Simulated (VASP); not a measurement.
A run of VASP 6.6.1 is set up as follows.

The input POSCAR:

```
Cd2S
1.0
    4.3425540890      0.0000000000      0.0000000000
   -2.1712770445      3.7607621584      0.0000000000
    0.0000000000      0.0000000000      4.6888042489
Cd S
2 1
Direct
    0.3333333333      0.6666666667      0.5000000000
    0.6666666667      0.3333333333      0.5000000000
    0.0000000000      0.0000000000      0.0000000000
```

Contents of INCAR.step1:

```
SYSTEM = Cd2S
PREC = Accurate
ENCUT = 550
ISMEAR = 0
SIGMA = 0.1
LREAL = .FALSE.
LASPH = .TRUE.
NELM = 120
NBANDS = 22
GGA = PE
ALGO = Normal
EDIFF = 1E-5
LWAVE = .TRUE.
LCHARG = .FALSE.
GGA_COMPAT = .FALSE.
```

INCAR.step2

```
SYSTEM = Cd2S
PREC = Accurate
ENCUT = 550
EDIFF = 1E-6
ISMEAR = 0
SIGMA = 0.1
LREAL = .FALSE.
LASPH = .TRUE.
NELM = 120
ALGO = Normal
ISIF = 2
LWAVE = .FALSE.
LCHARG = .FALSE.
METAGGA = R2SCAN
LMIXTAU = .TRUE.
NBANDS = 22
ISTART = 1
GGA_COMPAT = .FALSE.
```

Contents of KPOINTS:

```
Automatic mesh
0
G
  6 6 4
  0 0 0
```

Potentials or basis: VASP PAW PBE potentials, release 64 (Cd, S).

Launch:

```sh
$ cat potpaw_PBE.64/Cd/POTCAR potpaw_PBE.64/S/POTCAR > POTCAR
$ cp INCAR.step1 INCAR
$ mpirun -np 1 vasp_std > vasp.out
$ cp INCAR.step2 INCAR
$ mpirun -np 1 vasp_std > vasp.out
```

Task: What does it give for the band gap on the k mesh?

Result: Zero (bands 15 and 16 overlap by 2.53 eV).

Task: What does it give for the pressure?

Result: 3.2 GPa.

Stress tensor (GPa, compression positive):
```
 10.69   0.00   0.00
  0.00  10.69   0.00
  0.00   0.00 -11.75
```

Caveat: the cell stands under pressure; the PAW data sets were made with another functional, which shifts forces and pressure a little.
